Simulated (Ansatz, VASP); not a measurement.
# Two plane-wave programs on Hf

```
Hf
1.0
     0.00000    2.39760    2.39760
     2.39760    0.00000    2.39760
     2.39760    2.39760    0.00000
Hf
1
Direct
  0.00000 0.00000 0.00000
```

Change from the starting cell: strain +0.080 along x and y, +0.080 along z, atoms carried along.

Alike in both runs: task single point; functional r2SCAN; k mesh 18 × 18 × 18; occupations gaussian, width 0.15 eV; no spin polarisation.

```csv
,VASP,Ansatz
version,VASP 6.6.1,Ansatz 0.2.0
potentials or method,"VASP PAW PBE potentials, release 64 (Hf_pv), cutoff 520 eV","scalar-relativistic, plane waves, PAW"
valence electrons in the cell,10,26
```

Ansatz gave:

```
gap on the k mesh at the Fermi level (eV) : none
pressure (GPa)                            : -15.5
```

**Question.** Which values does VASP return?

**Answer.** gap on the k mesh at the Fermi level (eV): none; pressure (GPa): -16.1.

VASP's potentials were made for PBE, not for r2SCAN. A gap of «none» marks a metal or a gap that the smearing closes. VASP's potentials hold 10 valence electrons a cell and Ansatz's 26, so a difference there can come from the potentials and not from the codes.

Neither program's run includes spin-orbit coupling.
